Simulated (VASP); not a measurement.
A run of VASP 6.6.1 is set up as follows.

The input INCAR:

```
PREC = Accurate
ENCUT = 520
EDIFF = 1E-6
ISMEAR = 0
SIGMA = 0.15
LREAL = F
LASPH = T
NELM = 80
ALGO = Normal
ISIF = 2
LWAVE = F
LCHARG = T
LELF = T
LVHAR = T
NBANDS = 14
```

File KPOINTS:

```
regular mesh
0
Gamma
  18 18 18
```

Contents of POSCAR:

```
ZrB
1.0
    0.0000000000      2.5664558914      2.1393976311
    2.5664558914      0.0000000000      2.1393976311
    2.5664558914      2.5664558914      0.0000000000
Zr B
1 1
Direct
    0.0000000000      0.0000000000      0.0000000000
    0.5000000000      0.5000000000      0.5000000000
```

Potentials or basis: VASP PAW LDA potentials, release 64 (Zr_sv, B).

Command:

```console
$ cat potpaw_LDA.64/Zr_sv/POTCAR potpaw_LDA.64/B/POTCAR > POTCAR
$ mpirun -np 1 vasp_std > vasp.out
```

Predict the pressure.

6.1 GPa.

Stress tensor (GPa, compression positive):
```
-11.63   0.00   0.00
  0.00 -11.63   0.00
  0.00   0.00  41.65
```
